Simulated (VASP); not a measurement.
# P (Fm-3m) in VASP: a series of runs

The runs below take P through single point, with PBE.

Everything below comes from runs of VASP 6.6.1. Logs are shortened: lines on timing, memory, paths and dates and some standing lists are left out, and cuts for length are marked.

### 1 The cell of the first run

Symmetry: Fm-3m, No. 225, cubic system. Conventional cell: a = 3.870 Å, b = 3.870 Å, c = 3.870 Å, α = 90.00°, β = 90.00°, γ = 90.00°. Within 3.6 Å of P (site symmetry m-3m) lie 12 P at 2.74 Å.

### 2 Single point, PBE

File INCAR:

```
SYSTEM = P
  PREC = Accurate
  ENCUT = 520
  EDIFF = 1E-7
  ISMEAR = -1
  SIGMA = 0.05
  LREAL = .FALSE.
  LASPH = .TRUE.
  NELM = 100
  ALGO = Normal
  ISIF = 2
  LWAVE = .FALSE.
  LCHARG = .FALSE.
  GGA = PE
  NBANDS = 8
```

File KPOINTS:

```
Automatic mesh
0
G
  17 17 17
  0 0 0
```

File POSCAR:

```
P
1.0
    0.0000000000      1.9347542466      1.9347542466
    1.9347542466      0.0000000000      1.9347542466
    1.9347542466      1.9347542466      0.0000000000
P
1
Direct
    0.0000000000      0.0000000000      0.0000000000
```

Potentials or basis: VASP PAW PBE potentials, release 64 (P).

The run is started by

```sh
cat potpaw_PBE.64/P/POTCAR > POTCAR
mpirun -np 1 vasp_std > vasp.out
```

OUTCAR:

```text
SYSTEM = P
   PREC = Accurate
   ENCUT = 520
   EDIFF = 1E-7
   ISMEAR = -1
   LREAL = .FALSE.
   LASPH = .TRUE.
   NELM = 100
   ISIF = 2
   GGA = PE

 ion  position               nearest neighbor table
   1  0.000  0.000  0.000-

  LATTYP: Found a face centered cubic cell.
 ALAT       =     3.8695084932

  Lattice vectors:

 A1 = (   0.0000000000,   1.9347542466,   1.9347542466)
 A2 = (   1.9347542466,   0.0000000000,   1.9347542466)
 A3 = (   1.9347542466,   1.9347542466,   0.0000000000)

Analysis of symmetry for initial positions (statically):
=====================================================================
 Subroutine PRICEL returns:
 Original cell was already a primitive cell.

 Routine SETGRP: Setting up the symmetry group for a
 face centered cubic supercell.

 Subroutine GETGRP returns: Found 48 space group operations
 (whereof 48 operations were pure point group operations)
 out of a pool of 48 trial point group operations.

The static configuration has the point symmetry O_h .

Analysis of symmetry for dynamics (positions and initial velocities):
=====================================================================
 Subroutine PRICEL returns:
 Original cell was already a primitive cell.

 Routine SETGRP: Setting up the symmetry group for a
 face centered cubic supercell.

 Subroutine GETGRP returns: Found 48 space group operations
 (whereof 48 operations were pure point group operations)
 out of a pool of 48 trial point group operations.

The dynamic configuration has the point symmetry O_h .

 Subroutine INISYM returns: Found 48 space group operations
 (whereof 48 operations are pure point group operations),
 and found     1 'primitive' translations

----------------------------------------------------------------------------------------

                                     Primitive cell

  volume of cell :      14.4846

  direct lattice vectors                    reciprocal lattice vectors
     0.000000000  1.934754247  1.934754247    -0.258430755  0.258430755  0.258430755
     1.934754247  0.000000000  1.934754247     0.258430755 -0.258430755  0.258430755
     1.934754247  1.934754247  0.000000000     0.258430755  0.258430755 -0.258430755

  length of vectors
     2.736155695  2.736155695  2.736155695     0.447615197  0.447615197  0.447615197

  position of ions in fractional coordinates (direct lattice)
     0.000000000  0.000000000  0.000000000

[... 65 lines left out ...]
 SYSTEM =  P
   PREC   = accura    normal or accurate (medium, high low for compatibility)
   ISTART =      0    job   : 0-new  1-cont  2-samecut
   ICHARG =      2    charge: 1-file 2-atom 10-const
   ISPIN  =      1    spin polarized calculation?
   LNONCOLLINEAR =      F non collinear calculations
   LSORBIT =      F    spin-orbit coupling
   LASPH  =      T    aspherical Exc in radial PAW
   ENCUT  =  520.0 eV  38.22 Ry    6.18 a.u.   5.09  5.09  5.09*2*pi/ulx,y,z
   NELM   =    100;   NELMIN=  2; NELMDL= -5     # of ELM steps
   EDIFF  = 0.1E-06   stopping-criterion for ELM
   LREAL  =      F    real-space projection
   EDIFFG = 0.1E-05   stopping-criterion for IOM
   NSW    =      0    number of steps for IOM
   IBRION =     -1    ionic relax: 0-MD 1-quasi-New 2-CG
   NFREE  =      0    steps in history (QN), initial steepest desc. (CG)
   ISIF   =      2    stress and relaxation
   ISYM   =      2    0-nonsym 1-usesym 2-fastsym
   POTIM  = 0.5000    time-step for ionic-motion
   TEBEG  =    0.0;   TEEND  =   0.0 temperature during run
   PSTRESS=    0.0 pullay stress
   NELECT =       5.0000    total number of electrons
   NUPDOWN=      -1.0000    fix difference up-down
   EMIN   =  10.00;   EMAX   =-10.00  energy-range for DOS
   EFERMI =   0.00;   METHOD = LEGACY
   ISMEAR =    -1;   SIGMA  =   0.05  broadening in eV -4-tet -1-fermi 0-gaus
   EFERMI_NEDOS =   21; number of points for ismear=-14 and -15
   IALGO  =     38    algorithm
   IMIX   =      4    mixing-type and parameters
     AMIX     =   0.40;   BMIX     =  1.00
     AMIX_MAG =   1.60;   BMIX_MAG =  1.00
  volume/ion in A,a.u.               =      14.48        97.75
  Fermi-wavevector in a.u.,A,eV,Ry     =   1.148407  2.170174 17.943878  1.318838
  Thomas-Fermi vector in A             =   2.285082
   LORBIT       =      0    0 simple, 1 ext, 2 COOP (PROOUT), +10 PAW based schemes
   GGA     = PE    functional components
[... 5 lines left out ...]
 non-spin polarized calculation
  energy-cutoff  :      520.00
  volume of cell :       14.48
 maximum number of plane-waves:       398
   NGX = 11   NGY = 11   NGZ = 11

 number of electron       4.9999999 magnetization

 Free energy of the ion-electron system (eV)
  ---------------------------------------------------
  ext. energy  EPLUGINS =         0.00000000
  ---------------------------------------------------
  free energy    TOTEN  =        -4.51293703 eV

  energy without entropy =       -4.50630379  energy(sigma->0) =       -4.50962041

 E-fermi :   9.8846     XC(G=0): -11.5023

 val. band max:        9.8670828307   @ k =   0.3529   0.2941   0.0588
 cond. band min:       9.8880654492   @ k =  -0.2941   0.1765   0.0000
 fundamental gap:      0.0209826185
 Fermi energy:         9.8846093522

 k-point     1 :       0.0000    0.0000    0.0000
  band No.  band energies     occupation
      1      -6.5357      2.00000
      2      16.6630      0.00000
      3      16.6630      0.00000
      4      16.6630      0.00000
      5      21.2802      0.00000
      6      21.2802      0.00000
      7      21.2802      0.00000
      8      27.5380      0.00000
[... 243 lines left out ...]
 k-point    24 :      -0.1176    0.0588    0.0000
  band No.  band energies     occupation
      1      -5.9221      2.00000
      2      13.2884      0.00000
      3      14.8361      0.00000
      4      16.5101      0.00000
      5      21.4373      0.00000
      6      21.9453      0.00000
      7      22.9245      0.00000
      8      25.2757      0.00000

 [... further k-points ...]
[... 5 lines left out ...]
  --------------------------------------------------------------------------------------
  -------------------------------------------------------------------------------------
  Total       -0.0138710     -0.0138710     -0.0138710     -0.0000000     -0.0000000      0.0000000
  in kB       -1.5342994     -1.5342994     -1.5342994     -0.0000000     -0.0000000      0.0000000
  external PRESSURE =      -1.5342994 kB  Pullay stress =       0.0000000 kB

 VOLUME and BASIS-vectors are now :
 -----------------------------------------------------------------------------
  energy-cutoff  :      520.00
  volume of cell :       14.48
      direct lattice vectors                 reciprocal lattice vectors
     0.000000000  1.934754247  1.934754247    -0.258430755  0.258430755  0.258430755
     1.934754247  0.000000000  1.934754247     0.258430755 -0.258430755  0.258430755
     1.934754247  1.934754247  0.000000000     0.258430755  0.258430755 -0.258430755

 POSITION                                       TOTAL-FORCE (eV/Angst)
 -----------------------------------------------------------------------------------
      0.00000      0.00000      0.00000         0.000000      0.000000      0.000000
 -----------------------------------------------------------------------------------
    total drift:                                0.000000      0.000000     -0.000000

  FREE ENERGIE OF THE ION-ELECTRON SYSTEM (eV)
  ---------------------------------------------------
  free  energy   TOTEN  =        -4.5129370333 eV

  energy  without entropy=       -4.5063037905  energy(sigma->0) =       -4.50962041
```

OSZICAR:

```text
N       E                     dE             d eps       ncg     rms          rms(c)
DAV:   1     0.332395832386E+00    0.33240E+00   -0.21216E+03  2784   0.449E+02
DAV:   2    -0.448480411915E+01   -0.48172E+01   -0.44330E+01  4056   0.457E+01
DAV:   3    -0.452229854959E+01   -0.37494E-01   -0.37419E-01  2896   0.445E+00
DAV:   4    -0.452234729065E+01   -0.48741E-04   -0.48741E-04  4464   0.175E-01
DAV:   5    -0.452234730735E+01   -0.16693E-07   -0.16001E-07  2952   0.169E-03    0.402E+00
DAV:   6    -0.451561232796E+01    0.67350E-02   -0.46758E-03  2968   0.354E-01    0.233E+00
DAV:   7    -0.451293846023E+01    0.26739E-02   -0.77651E-03  2952   0.464E-01    0.117E-01
DAV:   8    -0.451293761285E+01    0.84738E-06   -0.80506E-05  3912   0.623E-02    0.207E-02
DAV:   9    -0.451293735669E+01    0.25616E-06   -0.55280E-07  3648   0.642E-03    0.548E-03
DAV:  10    -0.451293696733E+01    0.38936E-06   -0.15429E-07  3200   0.275E-03    0.816E-04
DAV:  11    -0.451293703333E+01   -0.65998E-07   -0.36639E-09  1792   0.379E-04
   1 F= -.45129370E+01 E0= -.45096204E+01  d E =-.663324E-02
```

stdout:

```text
POSCAR found type information on POSCAR P
 POSCAR found :  1 types and       1 ions
 scaLAPACK will be used
 LDA part: xc-table for (Slater+PW92), standard interpolation
 POSCAR, INCAR and KPOINTS ok, starting setup
 FFT: planning ... GRIDC
 FFT: planning ... GRID_SOFT
 FFT: planning ... GRID
 WAVECAR not read
 entering main loop
```

Run time: 5.7 s. Hardware: 1 thread of Intel Xeon 6975P-C (Granite Rapids), shared host; peak memory 0.12 GiB.

What came out:

- Free energy: -4.5129 eV
- Pressure: -0.2 GPa

### 3 Single point, PBE (volume scaled by 0.887, to set the pressure)

File INCAR:

```
  ALGO = Normal
  EDIFF = 1E-6
  ENCUT = 520
  GGA = PE
  ISIF = 2
  ISMEAR = -1
  LASPH = True
  LCHARG = False
  LREAL = False
  LWAVE = False
  NBANDS = 8
  NELM = 80
  PREC = Accurate
  SIGMA = 0.05
```

File KPOINTS:

```
k-points
0
Gamma
  18 18 18
```

File POSCAR:

```
P
1.0
    0.0000000000      1.8589470313      1.8589470313
    1.8589470313      0.0000000000      1.8589470313
    1.8589470313      1.8589470313      0.0000000000
P
1
Direct
    0.0000000000      0.0000000000      0.0000000000
```

Potentials or basis: VASP PAW PBE potentials, release 64 (P).

The run is started by

```sh
cat potpaw_PBE.64/P/POTCAR > POTCAR
mpirun -np 1 vasp_std > vasp.out
```

Run time: 5.7 s. Hardware: 1 thread of Intel Xeon 6975P-C (Granite Rapids), shared host; peak memory 0.13 GiB.

It converged, with:

```
Free energy : -4.4536 eV
Pressure    : 14.4 GPa
```

Levels at points of the mesh, in eV from the Fermi level:
```
           k point  band 1  band 2  band 3  band 4  band 5  band 6
(0.00, 0.00, 0.00)  -17.71    7.99    7.99    7.99   11.68   11.68
(0.50, 0.00, 0.00)  -10.99   -9.10    5.65    5.65   10.64   10.64
(0.50, 0.50, 0.00)   -7.90   -7.58    0.80    0.80    3.92    5.20
```

Caveat: the cell differs from its parent crystal (volume scaled by 0.887, to set the pressure).
